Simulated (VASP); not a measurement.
Set up this calculation in VASP 6.6.1, as the native input.

* Task: single point
* Functional: PBE
* Potentials or basis: VASP PAW PBE potentials, release 64 (Sr_sv, Ge_d, Mo_sv)
* Cutoff: 520 eV
* k mesh: 4 × 4 × 4
* Occupations: gaussian, width 0.1 eV
* Spin: no spin polarisation
* Dipole correction: no
* Further INCAR settings: ALGO = Normal; EDIFF = 1e-07; NBANDS = 41

The structure of SrGe2Mo2 lies in POSCAR:

```
SrGe2Mo2
1.0
    3.0718083500     -3.0827775000      0.0000000000
    3.0718083500      3.0827775000      0.0000000000
    0.0000000000      0.0000000000      6.1981263100
Sr Ge Mo
1 2 2
Direct
    0.5000000000      0.5000000000      0.5000000000
    0.6471130200      0.3528869800      0.0000000000
    0.3528869800      0.6471130200      0.0000000000
    0.0000000000      0.0000000000      0.0000000000
    0.0000000000      0.0000000000      0.5000000000
```

The cell was generated, and may not be a known phase.

These files were run (other wordings do the same):

INCAR

```
ALGO = Normal
EDIFF = 1E-7
ENCUT = 520
GGA = PE
ISIF = 2
ISMEAR = 0
LASPH = T
LCHARG = F
LREAL = F
LWAVE = F
NBANDS = 41
NELM = 80
PREC = Accurate
SIGMA = 0.1
```

KPOINTS

```
k-points
0
Gamma
  4 4 4
```

Potentials or basis: VASP PAW PBE potentials, release 64 (Sr_sv, Ge_d, Mo_sv).

The run is started by

```bash
$ cat potpaw_PBE.64/Sr_sv/POTCAR potpaw_PBE.64/Ge_d/POTCAR potpaw_PBE.64/Mo_sv/POTCAR > POTCAR
$ mpirun -np 1 vasp_std > vasp.out
```

Results of the run:

```json
{"Pressure": "20.8 GPa", "Largest force": "13.432 eV/Å", "Band gap on the k mesh": "zero (bands 33 and 34 overlap by 0.96 eV)"}
```

Caveat: the k points lie up to 0.36 Å⁻¹ apart, too coarse for converged energies and pressures of a metal; forces of over 1 eV/Å act on the atoms, so gaps and moduli don't describe the material at rest.

It took 2 min on 1 thread of Oxide Virtual Turin-like Processor (shared host), peak memory 0.24 GiB.
